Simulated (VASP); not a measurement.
# C (Fmmm) in VASP: further runs, part 3 of 3

VASP 6.6.1. The steps go on from the part before.

## 5. Single point, r2SCAN (strain +0.1500 x Voigt [1, 1, 0, 0, 0, 0])

POSCAR

```
C
1.0
    0.0000000000      2.4460500000      3.3480000000
    1.4122000000      0.0000000000      3.3480000000
    1.4122000000      2.4460500000      0.0000000000
C
2
Direct
    0.1666700000      0.8333300000      0.1666700000
    0.8333300000      0.1666700000      0.8333300000
```

INCAR.step1

```
PREC = Accurate
ENCUT = 520
ISMEAR = 0
SIGMA = 0.05
LREAL = False
LASPH = True
NELM = 100
NBANDS = 11
GGA = PE
ALGO = Normal
EDIFF = 1E-4
LWAVE = True
LCHARG = False
```

INCAR.step2

```
PREC = Accurate
ENCUT = 520
EDIFF = 1E-7
ISMEAR = 0
SIGMA = 0.05
LREAL = False
LASPH = True
NELM = 100
ALGO = Normal
ISIF = 2
LWAVE = False
LCHARG = False
METAGGA = R2SCAN
LMIXTAU = True
NBANDS = 11
ISTART = 1
```

KPOINTS

```
Automatic mesh
0
Gamma
  14 14 14
```

Potentials or basis: VASP PAW PBE potentials, release 64 (C).

Run with:

```
> cat potpaw_PBE.64/C/POTCAR > POTCAR
> cp INCAR.step1 INCAR
> mpirun -np 1 vasp_std > vasp.out
> cp INCAR.step2 INCAR
> mpirun -np 1 vasp_std > vasp.out
```

OUTCAR:

```text
PREC = Accurate
   ENCUT = 520
   EDIFF = 1E-7
   ISMEAR = 0
   LREAL = False
   LASPH = True
   NELM = 100
   ISIF = 2
   METAGGA = R2SCAN
   ISTART = 1

 ion  position               nearest neighbor table
   1  0.167  0.833  0.167-   2 1.63   2 1.63   2 1.63
   2  0.833  0.167  0.833-   1 1.63   1 1.63   1 1.63

  LATTYP: Found a face centered orthorhombic cell.
 ALAT       =     2.8244000000
 B/A-ratio  =     1.7320846906
 C/A-ratio  =     2.3707690129

  Lattice vectors:

[... 520 lines left out ...]

 [... further k-points ...]

------------------------ aborting loop because EDIFF is reached ----------------------------------------

  FORCE on cell =-STRESS in cart. coord.  units (eV):
  Direction    XX          YY          ZZ          XY          YZ          ZX
  --------------------------------------------------------------------------------------
  -------------------------------------------------------------------------------------
  Total      -13.6500758    -13.7413238      0.3316349      0.0000000      0.0000000      0.0000000
  in kB     -945.5155207   -951.8360997     22.9717381      0.0000000      0.0000000      0.0000000
  external PRESSURE =    -624.7932941 kB  Pullay stress =       0.0000000 kB

 VOLUME and BASIS-vectors are now :
 -----------------------------------------------------------------------------
  energy-cutoff  :      520.00
  volume of cell :       23.13
      direct lattice vectors                 reciprocal lattice vectors
     0.000000000  2.446050000  3.348000000    -0.354057499  0.204411194  0.149342891
     1.412200000  0.000000000  3.348000000     0.354057499 -0.204411194  0.149342891
     1.412200000  2.446050000  0.000000000     0.354057499  0.204411194 -0.149342891

 POSITION                                       TOTAL-FORCE (eV/Angst)
 -----------------------------------------------------------------------------------
      1.41220      0.81537      3.34800         0.000000      0.003091      0.000000
      1.41220      4.07673      3.34800         0.000000     -0.003091      0.000000
 -----------------------------------------------------------------------------------
    total drift:                               -0.000000     -0.000000      0.000000

  FREE ENERGIE OF THE ION-ELECTRON SYSTEM (eV)
  ---------------------------------------------------
  free  energy   TOTEN  =       -17.7018455986 eV

  energy  without entropy=      -17.7016237580  energy(sigma->0) =      -17.70173468
```

OUTCAR.step1:

```text
PREC = Accurate
   ENCUT = 520
   ISMEAR = 0
   LREAL = False
   LASPH = True
[... 559 lines left out ...]
      1.41220      0.81537      3.34800         0.000000      0.010154      0.000000
      1.41220      4.07673      3.34800         0.000000     -0.010154      0.000000
 -----------------------------------------------------------------------------------
    total drift:                               -0.000000     -0.000000      0.000000

  FREE ENERGIE OF THE ION-ELECTRON SYSTEM (eV)
  ---------------------------------------------------
  free  energy   TOTEN  =       -16.4211907618 eV

  energy  without entropy=      -16.4209677996  energy(sigma->0) =      -16.42107928
```

OSZICAR.step1:

```text
N       E                     dE             d eps       ncg     rms          rms(c)
DAV:   1     0.219087897032E+01    0.21909E+01   -0.38590E+03  9499   0.631E+02
DAV:   2    -0.160907431447E+02   -0.18282E+02   -0.17481E+02 12760   0.107E+02
DAV:   3    -0.166461820018E+02   -0.55544E+00   -0.55388E+00 11718   0.153E+01
DAV:   4    -0.166487608328E+02   -0.25788E-02   -0.25786E-02 10480   0.127E+00
DAV:   5    -0.166487719821E+02   -0.11149E-04   -0.11149E-04 11402   0.794E-02    0.360E+00
DAV:   6    -0.164780331672E+02    0.17074E+00   -0.12192E-01 10658   0.203E+00    0.214E+00
DAV:   7    -0.164202865400E+02    0.57747E-01   -0.16924E-01 11032   0.239E+00    0.385E-01
DAV:   8    -0.164211410143E+02   -0.85447E-03   -0.47582E-03 10169   0.433E-01    0.369E-02
DAV:   9    -0.164211907618E+02   -0.49748E-04   -0.98734E-05 11040   0.711E-02
   1 F= -.16421191E+02 E0= -.16421079E+02  d E =-.222962E-03
```

It took 2.2 min on 1 thread of Intel Xeon 6975P-C (Granite Rapids), shared host; peak memory 0.21 GiB.

What came out:

- Free energy: -17.7018 eV
- Pressure: -62.5 GPa
- Largest force: 0.003 eV/Å
- Band gap on the k mesh: zero (filled and empty bands touch)

Forces in eV/Å, atoms in the order of the input:
```
C    0.000  0.003  0.000
C    0.000 -0.003  0.000
```

Stress tensor (GPa, compression positive):
```
-94.55   0.00   0.00
  0.00 -95.18   0.00
  0.00   0.00   2.30
```

Levels at points of the mesh, in eV from the Fermi level:
```
           k point  band 2  band 3  band 4  band 5  band 6  band 7
(0.00, 0.00, 0.00)   -4.60   -3.42   -3.37    4.52    5.73    6.03
(0.50, 0.00, 0.00)  -11.95   -5.84   -2.08    1.19    3.71   11.36
(0.50, 0.50, 0.00)   -6.89   -3.45   -3.39    4.40    5.97    6.09
(0.50, 0.00, 0.50)  -12.07   -5.78   -1.11    1.88    3.92   10.75
(0.00, 0.50, 0.50)  -11.83   -5.89   -2.89    0.54    3.52   12.28
```

Caveat: the cell differs from its parent crystal (strain +0.1500 x Voigt [1, 1, 0, 0, 0, 0]); the PAW data sets were made with another functional, which shifts forces and pressure a little.

## 6. Overview

| cell | gap on the mesh (eV) | pressure (GPa) | largest force (eV/Å) |
| --- | --- | --- | --- |
| a = 4.054, b = 3.599, c = 2.640 Å, angles 79.4, 60.8, 39.8°, 2 atoms | 0.11 | -44.1 | 0.03 |
| a = 4.100, b = 3.616, c = 2.732 Å, angles 79.1, 60.0, 40.9°, 2 atoms | none | -55.8 | 0.02 |
| a = 4.123, b = 3.625, c = 2.778 Å, angles 79.0, 59.6, 41.4°, 2 atoms | - | -59.6 | 0.01 |
| a = 4.146, b = 3.634, c = 2.824 Å, angles 78.8, 59.3, 41.9°, 2 atoms | none | -62.5 | - |

Alike in all rows: task single point; level r2SCAN; potentials or basis VASP PAW PBE potentials, release 64 (C); no spin polarisation; k mesh 14 × 14 × 14; cutoff (eV) 520; smearing gaussian 0.05 eV.

Caveats: the PAW data sets were made with another functional, which shifts forces and pressure a little.

Absolute energies hang on the potentials; compare differences alone.
